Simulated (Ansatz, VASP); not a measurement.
**Ta in VASP and in Ansatz**

```
Ta
1.0
    -1.68367    1.68367    1.68367
     1.68367   -1.68367    1.68367
     1.68367    1.68367   -1.68367
Ta
1
Cartesian
  0.0000 0.0000 0.0000
```

Change from the starting cell: volume scaled by 1.06.

Alike in both runs: task single point; functional PBEsol; k mesh 11 × 11 × 11; occupations fermi-dirac, width 0.05 eV; no spin polarisation.

|  | VASP | Ansatz |
| --- | --- | --- |
| version | VASP 6.6.1 | Ansatz 0.2.0 |
| potentials or method | VASP PAW PBE potentials, release 64 (Ta_pv), cutoff 520 eV | all-electron LAPW, scalar-relativistic |

```tsv
	VASP	Ansatz	Ansatz less VASP
gap on the k mesh at the Fermi level (eV)	none	none	-
pressure (GPa)	-14.2	-14.2	-0.05
```

VASP's potentials were made for PBE, not for PBEsol. A gap of «none» marks a metal or a gap that the smearing closes. Ansatz ran all-electron here, and VASP with PAW potentials.

Neither program's run includes spin-orbit coupling.
